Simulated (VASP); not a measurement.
Input of a VASP 6.6.1 run:

The input INCAR:

```
  ALGO = Normal
  EDIFF = 1E-6
  ENCUT = 910
  GGA = CA
  GGA_COMPAT = False
  ISIF = 2
  ISMEAR = 0
  LASPH = True
  LCHARG = False
  LREAL = False
  LWAVE = False
  NBANDS = 15
  NELM = 120
  PREC = Accurate
  SIGMA = 0.02
```

File KPOINTS:

```
k-points
0
Gamma
  8 8 8
```

File POSCAR:

```
CaO
1.0
    0.0000000000      2.3537266236      2.3537266236
    2.3537266236      0.0000000000      2.3537266236
    2.3537266236      2.3537266236      0.0000000000
Ca O
1 1
Direct
    0.0000000000      0.0000000000      0.0000000000
    0.5000000000      0.5000000000      0.5000000000
```

Potentials or basis: VASP PAW LDA potentials, release 64 (Ca_sv, O_h).

Run with:

```sh
$ cat potpaw_LDA.64/Ca_sv/POTCAR potpaw_LDA.64/O_h/POTCAR > POTCAR
$ mpirun -np 1 vasp_std > vasp.out
```

(1) Predict the pressure.

(2) What does it give for the band gap on the k mesh?

## Answers

(1) 0.8 GPa.

(2) 3.42 eV, indirect (least direct gap 3.78 eV).

Caveat: the cutoff is under 1.25 times the usual one of these potentials, so pressure, stress and relaxed cells hold a basis-set (Pulay) error.
